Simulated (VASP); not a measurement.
Runs of VASP 6.6.1 on AlAs (zincblende type). The structure is that of space group F-43m (No. 216), or close to it. The cells are those of the table. 

```tsv
cell	gap on the mesh (eV)	pressure (GPa)
a = 3.261 Å, angles 60.0°, 2 atoms	none	152.9
a = 3.430 Å, angles 60.0°, 2 atoms	0.26	85.7
a = 3.567 Å, angles 60.0°, 2 atoms	0.63	(a)
a = 3.695 Å, angles 60.0°, 2 atoms	(b)	27.8
a = 3.814 Å, angles 60.0°, 2 atoms	1.12	13.3
```

Alike in all rows: task single point; level LDA; potentials or basis VASP PAW LDA potentials, release 64 (Al, As); no spin polarisation; k mesh 11 × 11 × 11; cutoff (eV) 500; smearing fermi-dirac 0.08 eV.

Problem. Estimate the missing entries.

Solution. (a) 50.2; (b) 0.91.

Caveats: the cell stands under pressure; an odd mesh through Γ misses points on the zone boundary, where band edges can lie (at least some runs); semilocal functionals underestimate gaps, and a narrow one can read as zero (at least some runs).

A k mesh can miss the band edges, and the runs leave out spin-orbit coupling on As.

A gap of «none» marks levels without a gap at the run's occupations.
